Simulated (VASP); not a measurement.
The system is C.

```
C
1.0
     2.52210    0.00000    0.00000
    -1.26105    2.18420    0.00000
     0.00000    0.00000    8.23710
C
8
Direct
  0.66667 0.33333 0.84375
  0.33333 0.66667 0.34375
  0.66667 0.33333 0.65625
  0.33333 0.66667 0.15625
  0.00000 0.00000 0.90625
  0.00000 0.00000 0.40625
  0.00000 0.00000 0.59375
  0.00000 0.00000 0.09375
```

* Program: VASP 6.6.1
* Task: relaxation of cell and atoms
* Functional: LDA
* Potentials or basis: VASP PAW LDA potentials, release 64 (C)
* Cutoff: 600 eV
* k mesh: 12 × 12 × 4
* Occupations: fermi-dirac, width 0.05 eV
* Spin: no spin polarisation

At the start: pressure -11.8 GPa; volume 5.67 Å³/atom.

Q: How do energy, volume and symmetry change on relaxing?

A: Over 8 steps the energy falls by 8.2 meV/atom and the volume is 5.52 Å³/atom (-2.7 %); space group P6_3/mmc (No. 194, to 0.1 Å) before and after.

The path:
| step | energy change (eV) | largest force (eV/Å) | pressure (GPa) | volume (Å³) |
| --- | --- | --- | --- | --- |
| 1 | 0.0000 | 0.3313 | -11.83 | 45.38 |
| 2 | 0.0494 | 0.5843 | 17.45 | 42.67 |
| 3 | -0.0656 | 0.0546 | -0.18 | 44.19 |
| 4 | -0.0656 | 0.0626 | 0.07 | 44.17 |
| 5 | -0.0655 | 0.0786 | 0.24 | 44.15 |
| 6 | -0.0657 | 0.0138 | 0.14 | 44.16 |
| 7 | -0.0657 | 0.0220 | -0.12 | 44.18 |
| 8 | -0.0658 | 0.0022 | 0.03 | 44.17 |

Final structure:
```cif
data_structure
_symmetry_space_group_name_H-M 'P 1'
_symmetry_Int_Tables_number 1
_cell_length_a 2.4911
_cell_length_b 2.4911
_cell_length_c 8.2189
_cell_angle_alpha 90.000
_cell_angle_beta 90.000
_cell_angle_gamma 120.000
_cell_volume 44.17
loop_
_atom_site_label
_atom_site_type_symbol
_atom_site_fract_x
_atom_site_fract_y
_atom_site_fract_z
_atom_site_occupancy
C1 C 0.66667 0.33333 0.84445 1
C2 C 0.33333 0.66667 0.34445 1
C3 C 0.66667 0.33333 0.65555 1
C4 C 0.33333 0.66667 0.15555 1
C5 C 0.00000 0.00000 0.90705 1
C6 C 0.00000 0.00000 0.40705 1
C7 C 0.00000 0.00000 0.59295 1
C8 C 0.00000 0.00000 0.09295 1
```
